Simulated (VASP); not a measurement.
# H3C19 in VASP: single point with PBE

Aim: the single point of H3C19 with PBE.

Everything below comes from runs of VASP 6.6.1. Logs are shortened: lines on timing, memory, paths and dates and some standing lists are left out, and cuts for length are marked.

### 1 The cell of the first run

The cell holds a slab with vacuum, 22 atoms: a = 7.398 Å, b = 7.398 Å, c = 11.000 Å, α = 90.00°, β = 90.00°, γ = 120.00°.

### 2 Single point, PBE, collinear spin

INCAR reads:

```
SYSTEM = H3C19
PREC = Accurate ; ENCUT = 520
EDIFF = 1E-6 ; ISMEAR = -1
SIGMA = 0.02 ; LREAL = Auto
LASPH = .True. ; NELM = 150
ALGO = Normal ; ISIF = 2
LWAVE = .False. ; LCHARG = .False.
ISPIN = 2 ; MAGMOM = 0 0 0 0 0 0 0 0 0 0 0 0 0 0 0 0 0 0 1 0 0 0
LORBIT = 11 ; GGA = PE
NBANDS = 60
```

KPOINTS reads:

```
regular mesh
0
Gamma
  2 2 1
  0 0 0
```

POSCAR reads:

```
H3C19
1.0
    7.3980000000      0.0000000000      0.0000000000
   -3.6990000000      6.4068560000      0.0000000000
    0.0000000000      0.0000000000     11.0000000000
C H
19 3
Direct
    0.0170563689      0.0363355308      0.0707129345
    0.2391334856      0.1473739235      0.0712609323
    0.0174610654      0.3708293907      0.0689117790
    0.2395629186      0.4813709255      0.0635163202
    0.0174544485      0.7022775642      0.0689301549
    0.2395857626      0.8138527560      0.0635370083
    0.3511601969      0.0359546505      0.0689707915
    0.5706539260      0.1434888802      0.0762169035
    0.3511124394      0.3707960892      0.0689452211
    0.5705886952      0.4827607848      0.0762157596
    0.3503910857      0.7030002740      0.0625481293
    0.5720382850      0.8138269126      0.0635576284
    0.6825905464      0.0359347464      0.0689668746
    0.9060401432      0.1473988822      0.0712482161
    0.6837238283      0.3696785360      0.1124805160
    0.9099491351      0.4828361483      0.0761875986
    0.6825740537      0.7022390342      0.0689576990
    0.9059892236      0.8142352923      0.0712308157
    0.6836833736      0.3696221947      0.2572261703
    0.5222695621      0.2836822487      0.2907434142
    0.7695213678      0.2941301428      0.2907280276
    0.7592374885      0.5308717927      0.2907256051
```

Potentials or basis: VASP PAW PBE potentials, release 64 (C, H).

On the command line:

```
$ cat potpaw_PBE.64/C/POTCAR potpaw_PBE.64/H/POTCAR > POTCAR
$ mpirun -np 1 vasp_std > vasp.out
```

OUTCAR:

```text
SYSTEM = H3C19
   PREC = Accurate
   ENCUT = 520
   EDIFF = 1E-6
   ISMEAR = -1
   LREAL = Auto
   LASPH = .True.
   NELM = 150
   ISIF = 2
   ISPIN = 2
   LORBIT = 11
   GGA = PE

 ion  position               nearest neighbor table
   1  0.017  0.036  0.071-   2 1.42  14 1.42  18 1.42
   2  0.239  0.147  0.071-   1 1.42   9 1.43   7 1.43
   3  0.017  0.371  0.069-  16 1.41   4 1.42  14 1.43
   4  0.240  0.481  0.064-  11 1.42   3 1.42   9 1.42
   5  0.017  0.702  0.069-  16 1.41   6 1.42  18 1.43
   6  0.240  0.814  0.064-  11 1.42   7 1.42   5 1.42
   7  0.351  0.036  0.069-   8 1.41   6 1.42   2 1.43
   8  0.571  0.143  0.076-  13 1.41   7 1.41  15 1.50
   9  0.351  0.371  0.069-  10 1.41   4 1.42   2 1.43
  10  0.571  0.483  0.076-   9 1.41  17 1.41  15 1.50
  11  0.350  0.703  0.063-   4 1.42  12 1.42   6 1.42
  12  0.572  0.814  0.064-  11 1.42  13 1.42  17 1.42
  13  0.683  0.036  0.069-   8 1.41  12 1.42  14 1.43
  14  0.906  0.147  0.071-   1 1.42   3 1.43  13 1.43
  15  0.684  0.370  0.112-   8 1.50  10 1.50  16 1.50  19 1.59
  16  0.910  0.483  0.076-   5 1.41   3 1.41  15 1.50
  17  0.683  0.702  0.069-  10 1.41  12 1.42  18 1.43
  18  0.906  0.814  0.071-   1 1.42  17 1.43   5 1.43
  19  0.684  0.370  0.257-  22 1.10  21 1.10  20 1.10  15 1.59
  20  0.522  0.284  0.291-  19 1.10
  21  0.770  0.294  0.291-  19 1.10
  22  0.759  0.531  0.291-  19 1.10

  LATTYP: Found a hexagonal cell.
 ALAT       =     7.3980000000
 C/A-ratio  =     1.4868883482

  Lattice vectors:

 A1 = (   7.3980000000,   0.0000000000,   0.0000000000)
 A2 = (  -3.6990000000,   6.4068560000,   0.0000000000)
 A3 = (   0.0000000000,   0.0000000000,  11.0000000000)

Analysis of symmetry for initial positions (statically):
=====================================================================
 Subroutine PRICEL returns:
 Original cell was already a primitive cell.

 Routine SETGRP: Setting up the symmetry group for a
 hexagonal supercell.

 Subroutine GETGRP returns: Found  1 space group operations
 (whereof  1 operations were pure point group operations)
 out of a pool of 24 trial point group operations.

The static configuration has the point symmetry C_1 .

Analysis of symmetry for dynamics (positions and initial velocities):
=====================================================================
 Subroutine PRICEL returns:
 Original cell was already a primitive cell.

 Routine SETGRP: Setting up the symmetry group for a
 hexagonal supercell.

 Subroutine GETGRP returns: Found  1 space group operations
 (whereof  1 operations were pure point group operations)
 out of a pool of 24 trial point group operations.

The dynamic configuration has the point symmetry C_1 .

Analysis of structural, dynamic, and magnetic symmetry:
=====================================================================
 Subroutine PRICEL returns:
 Original cell was already a primitive cell.

 Routine SETGRP: Setting up the symmetry group for a
 hexagonal supercell.

 Subroutine GETGRP returns: Found  1 space group operations
 (whereof  1 operations were pure point group operations)
 out of a pool of 24 trial point group operations.

The overall configuration has the point symmetry C_1 .

 Subroutine INISYM returns: Found  1 space group operations
 (whereof  1 operations are pure point group operations),
 and found     1 'primitive' translations

----------------------------------------------------------------------------------------

                                     Primitive cell

  volume of cell :     521.3771

  direct lattice vectors                    reciprocal lattice vectors
     7.398000000  0.000000000  0.000000000     0.135171668  0.078041398  0.000000000
    -3.699000000  6.406856000  0.000000000     0.000000000  0.156082796  0.000000000
     0.000000000  0.000000000 11.000000000     0.000000000  0.000000000  0.090909091

  length of vectors
     7.398000000  7.398000054 11.000000000     0.156082797  0.156082796  0.090909091

  position of ions in fractional coordinates (direct lattice)
     0.017056369  0.036335531  0.070712935
     0.239133486  0.147373923  0.071260932
[... 79 lines left out ...]
   number of dos      NEDOS =    301   number of ions     NIONS =     22
   total plane-waves  NPLWV = 263424
   dimension x,y,z NGX =    56 NGY =   56 NGZ =   84
   dimension x,y,z NGXF=   112 NGYF=  112 NGZF=  168
   ions per type =              19   3
   NGX,Y,Z   is equivalent  to a cutoff of  12.58, 12.58, 12.70 a.u.
   NGXF,Y,Z  is equivalent  to a cutoff of  25.17, 25.17, 25.39 a.u.
 SYSTEM =  H3C19
   PREC   = accura    normal or accurate (medium, high low for compatibility)
   ISTART =      0    job   : 0-new  1-cont  2-samecut
   ICHARG =      2    charge: 1-file 2-atom 10-const
   ISPIN  =      2    spin polarized calculation?
   LNONCOLLINEAR =      F non collinear calculations
   LSORBIT =      F    spin-orbit coupling
   LASPH  =      T    aspherical Exc in radial PAW
   ENCUT  =  520.0 eV  38.22 Ry    6.18 a.u.  13.76 13.76 20.45*2*pi/ulx,y,z
   NELM   =    150;   NELMIN=  2; NELMDL= -5     # of ELM steps
   EDIFF  = 0.1E-05   stopping-criterion for ELM
   LREAL  =      T    real-space projection
   EDIFFG = 0.1E-04   stopping-criterion for IOM
   NSW    =      0    number of steps for IOM
   IBRION =     -1    ionic relax: 0-MD 1-quasi-New 2-CG
   NFREE  =      0    steps in history (QN), initial steepest desc. (CG)
   ISIF   =      2    stress and relaxation
   ISYM   =      2    0-nonsym 1-usesym 2-fastsym
   POTIM  = 0.5000    time-step for ionic-motion
   TEBEG  =    0.0;   TEEND  =   0.0 temperature during run
   PSTRESS=    0.0 pullay stress
   NELECT =      79.0000    total number of electrons
   NUPDOWN=      -1.0000    fix difference up-down
   EMIN   =  10.00;   EMAX   =-10.00  energy-range for DOS
   EFERMI =   0.00;   METHOD = LEGACY
   ISMEAR =    -1;   SIGMA  =   0.02  broadening in eV -4-tet -1-fermi 0-gaus
   EFERMI_NEDOS =   21; number of points for ismear=-14 and -15
   IALGO  =     38    algorithm
   IMIX   =      4    mixing-type and parameters
     AMIX     =   0.40;   BMIX     =  1.00
     AMIX_MAG =   1.60;   BMIX_MAG =  1.00
  volume/ion in A,a.u.               =      23.70       159.93
  Fermi-wavevector in a.u.,A,eV,Ry     =   0.872770  1.649296 10.363934  0.761728
  Thomas-Fermi vector in A             =   1.992066
   LORBIT       =     11    0 simple, 1 ext, 2 COOP (PROOUT), +10 PAW based schemes
   GGA     = PE    functional components
   LHFCALC =     F    Hartree Fock is set to
   AEXX    =    0.0000 exact exchange contribution
   IVDW    =     0    specifies the selected vdW correction
   LEPSILON=     F    determine dielectric tensor
   LRPA    =     F    only Hartree local field effects (RPA)
 spin polarized calculation
  energy-cutoff  :      520.00
  volume of cell :      521.38
 maximum number of plane-waves:     14099
 NGX is ok and might be reduce to    56
   NGX = 27   NGY = 27   NGZ = 41

 number of electron      79.0000002 magnetization       1.0004038

 Free energy of the ion-electron system (eV)
  ---------------------------------------------------
  ext. energy  EPLUGINS =         0.00000000
  ---------------------------------------------------
  free energy    TOTEN  =      -184.26120408 eV

  energy without entropy =     -184.26113602  energy(sigma->0) =     -184.26117005

 E-fermi :  -1.1223     XC(G=0):  -4.3857

 val. band max:       -1.2645369003   @ k =   0.0000   0.0000   0.0000
 cond. band min:      -0.9801220597   @ k =   0.0000   0.0000   0.0000
 fundamental gap:      0.2844148407
 Fermi energy:        -1.1223209128

 spin component 1

 k-point     1 :       0.0000    0.0000    0.0000
  band No.  band energies     occupation
      1     -20.6985      1.00000
      2     -18.3461      1.00000
      3     -18.1206      1.00000
      4     -18.1206      1.00000
      5     -18.1041      1.00000
      6     -18.0369      1.00000
[... 205 lines left out ...]
     50       4.2689      0.00000
     51       4.3714      0.00000
 Fermi energy:        -1.1223209128

 spin component 2

 k-point     1 :       0.0000    0.0000    0.0000
  band No.  band energies     occupation
      1     -20.6304      1.00000
      2     -18.2419      1.00000
      3     -18.0721      1.00000
      4     -18.0720      1.00000
      5     -18.0311      1.00000
      6     -17.9803      1.00000
[... 205 lines left out ...]
     50       4.3589      0.00000
     51       4.4135      0.00000
 [bands above 51 left out]

------------------------ aborting loop because EDIFF is reached ----------------------------------------

  FORCE on cell =-STRESS in cart. coord.  units (eV):
  Direction    XX          YY          ZZ          XY          YZ          ZX
  --------------------------------------------------------------------------------------
  -------------------------------------------------------------------------------------
  Total        2.5928171      2.6213909     -0.1415113     -0.0103721      0.0180713      0.0053651
  in kB        7.9676543      8.0554609     -0.4348604     -0.0318732      0.0555326      0.0164867
  external PRESSURE =       5.1960849 kB  Pullay stress =       0.0000000 kB

 VOLUME and BASIS-vectors are now :
 -----------------------------------------------------------------------------
  energy-cutoff  :      520.00
  volume of cell :      521.38
      direct lattice vectors                 reciprocal lattice vectors
     7.398000000  0.000000000  0.000000000     0.135171668  0.078041398  0.000000000
    -3.699000000  6.406856000  0.000000000     0.000000000  0.156082796  0.000000000
     0.000000000  0.000000000 11.000000000     0.000000000  0.000000000  0.090909091

 POSITION                                       TOTAL-FORCE (eV/Angst)
 -----------------------------------------------------------------------------------
     -0.00822      0.23280      0.77784         0.007941     -0.006019      0.000825
      1.22397      0.94420      0.78387        -0.004342     -0.002283      0.003865
     -1.24252      2.37585      0.75803         0.000953     -0.000700     -0.000534
     -0.00830      3.08407      0.69868         0.002556      0.003158     -0.010115
     -2.46860      4.49939      0.75823         0.001220      0.010442     -0.001520
     -1.23799      5.21424      0.69891         0.006111     -0.005741     -0.007514
[... 14 lines left out ...]
      4.60493      1.88445      3.19801        -0.011222     -0.007772     -0.001937
      3.65314      3.40122      3.19798         0.005799      0.008308      0.005442
 -----------------------------------------------------------------------------------
    total drift:                                0.004722     -0.003637      0.017317

  FREE ENERGIE OF THE ION-ELECTRON SYSTEM (eV)
  ---------------------------------------------------
  free  energy   TOTEN  =      -184.2612040846 eV

  energy  without entropy=     -184.2611360204  energy(sigma->0) =     -184.26117005

 total charge

# of ion       s       p       d       tot
------------------------------------------
    1        0.862   1.786   0.000   2.648
    2        0.860   1.780   0.000   2.640
    3        0.863   1.792   0.000   2.654
    4        0.864   1.788   0.000   2.651
    5        0.863   1.792   0.000   2.655
    6        0.864   1.788   0.000   2.651
[... 14 lines left out ...]
   21        0.642   0.044   0.000   0.687
   22        0.643   0.044   0.000   0.687
--------------------------------------------------
tot         18.259  33.971   0.000  52.230

 magnetization (x)

# of ion       s       p       d       tot
------------------------------------------
    1       -0.005  -0.036   0.000  -0.041
    2        0.007   0.114   0.000   0.122
    3       -0.005  -0.059   0.000  -0.064
    4        0.004   0.059   0.000   0.063
    5       -0.005  -0.059   0.000  -0.064
    6        0.004   0.059   0.000   0.063
[... 14 lines left out ...]
   21        0.000   0.000   0.000   0.001
   22        0.000   0.000   0.000   0.001
--------------------------------------------------
tot          0.031   0.506   0.000   0.537
```

Wall time 12 min (1 thread of Oxide Virtual Turin-like, shared host); peak memory 0.75 GiB.

Results:

```yaml
Free_energy: -184.2612 eV
Largest_force: 0.050 eV/Å
Band_gap_on_the_k_mesh: 0.28 eV
Net_moment: 1.00 μB per cell
Site_moments: C -0.04, +0.12, -0.06, +0.06, +0.13, -0.03, -0.01 (each value once); H +0.00 μB
Valence_electrons_inside_the_program's_atomic_spheres: C 2.65, 2.64, 2.63, 2.66, 2.58, 2.60 (each value once); H 0.69
```

Forces on the atoms (eV/Å):
```
C    0.008 -0.006  0.001
C   -0.004 -0.002  0.004
C    0.001 -0.001 -0.001
C    0.003  0.003 -0.010
C    0.001  0.010 -0.002
C    0.006 -0.006 -0.008
C   -0.009 -0.003 -0.005
C    0.005 -0.011 -0.005
C   -0.005  0.000  0.000
C    0.001 -0.007 -0.003
C   -0.005  0.008  0.007
C   -0.005 -0.007 -0.011
C    0.003  0.002 -0.003
C   -0.003 -0.002  0.001
C    0.002  0.003  0.049
C    0.001 -0.010 -0.002
C   -0.005  0.011 -0.004
C    0.000  0.013  0.007
C   -0.006 -0.022 -0.012
H    0.014  0.025 -0.007
H   -0.011 -0.008 -0.002
H    0.006  0.008  0.005
```

Caveat: the k points lie up to 0.49 Å⁻¹ apart; there is no dipole correction, which matters where the two faces differ.
